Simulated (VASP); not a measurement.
Set up this calculation in VASP 6.6.1, as the native input.

| Quantity | Value |
| --- | --- |
| Task | single point |
| Functional | PBEsol |
| Potentials or basis | VASP PAW PBE potentials, release 64 (Mg, O) |
| Cutoff | 520 eV |
| k mesh | 8 × 8 × 6 |
| Occupations | gaussian, width 0.05 eV |
| Spin | no spin polarisation |
| Dipole correction | no |
| Further INCAR settings | ALGO = Normal; EDIFF = 1e-06; NBANDS = 16 |

The structure of MgO lies in POSCAR:

```
MgO
1.0
    0.0000000000     -2.1351500000     -2.1351500000
    0.0000000000      2.1351500000     -2.1351500000
    4.2703000000      0.0000000000      0.0000000000
Mg O
2 2
Direct
    0.4385289090      0.5614710910      0.5000000000
    0.0614710910     -0.0614710910      0.0000000000
    0.5277986861      0.4722013139      0.0000000000
   -0.0277986861      0.0277986861      0.5000000000
```

This cell differs from its parent crystal: mode 4 (275.8 1/cm) frozen in, largest displacement +0.263 Å.

One way to write it, as run:

INCAR

```
SYSTEM = MgO
ALGO = Normal
EDIFF = 1E-6
ENCUT = 520
GGA = PS
ISIF = 2
ISMEAR = 0
LASPH = .True.
LCHARG = .False.
LREAL = .False.
LWAVE = .False.
NBANDS = 16
NELM = 60
PREC = Accurate
SIGMA = 0.05
```

KPOINTS

```
k-points
0
Gamma
  8 8 6
  0 0 0
```

Potentials or basis: VASP PAW PBE potentials, release 64 (Mg, O).

Launch:

```console
$ cat potpaw_PBE.64/Mg/POTCAR potpaw_PBE.64/O/POTCAR > POTCAR
$ mpirun -np 1 vasp_std > vasp.out
```

Results of the run:

| Item | Value |
| --- | --- |
| Pressure | -3.8 GPa |
| Largest force | 1.968 eV/Å |
| Band gap on the k mesh | 4.03 eV, direct |

Caveat: the cell differs from its parent crystal (mode 4 (275.8 1/cm) frozen in, largest displacement +0.263 Å); the PAW data sets were made with another functional, which shifts forces and pressure a little.

It took 66 s on 1 thread of AMD EPYC 7R13, on a shared host, peak memory 0.15 GiB.
